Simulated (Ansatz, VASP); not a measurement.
**One calculation of MgH4, two programs**

```
Mg H
1.0
    -2.88959    2.88959    4.59982
     2.88959   -2.88959    4.59982
     2.88959    2.88959   -4.59982
Mg H
3 12
Direct
  0.08194 0.58194 0.50000
  0.41806 0.91806 0.50000
  0.50000 0.50000 0.00000
  0.26850 0.26850 0.53701
  0.73150 0.73150 0.46299
  0.73150 0.26850 0.00000
  0.26850 0.73150 0.00000
  0.69420 0.56269 0.73681
  0.82588 0.95739 0.26319
  0.43731 0.17412 0.13150
  0.04261 0.30580 0.86850
  0.82588 0.56269 0.86850
  0.69420 0.95739 0.13150
  0.04261 0.17412 0.73681
  0.43731 0.30580 0.26319
```

Alike in both runs: functional PBE; k mesh 10 × 10 × 10; occupations gaussian, width 0.1 eV; no spin polarisation.

Ansatz relaxed the structure, and its values are those at the end. VASP's run is a single point on that final structure, the one shown.

```csv
,VASP,Ansatz
version,VASP 6.6.1,Ansatz 0.2.0
potentials or method,"VASP PAW PBE potentials, release 64 (Mg, H), cutoff 520 eV","scalar-relativistic, plane waves, PAW"
valence electrons in the cell,18,42
```

Ansatz gave:

| Quantity | Value |
| --- | --- |
| gap on the k mesh at the Fermi level (eV) | 0.05 |
| least direct gap on the mesh (eV) | 0.05 |
| pressure (GPa) | 0.0 |

Task: Which values does VASP return?

Result: gap on the k mesh at the Fermi level (eV): 0.03; least direct gap on the mesh (eV): 0.03; pressure (GPa): -0.3.

With one functional, cell and mesh, what is left measures potentials, basis and numerics. VASP's potentials hold 18 valence electrons a cell and Ansatz's 42, so a difference there can come from the potentials and not from the codes.
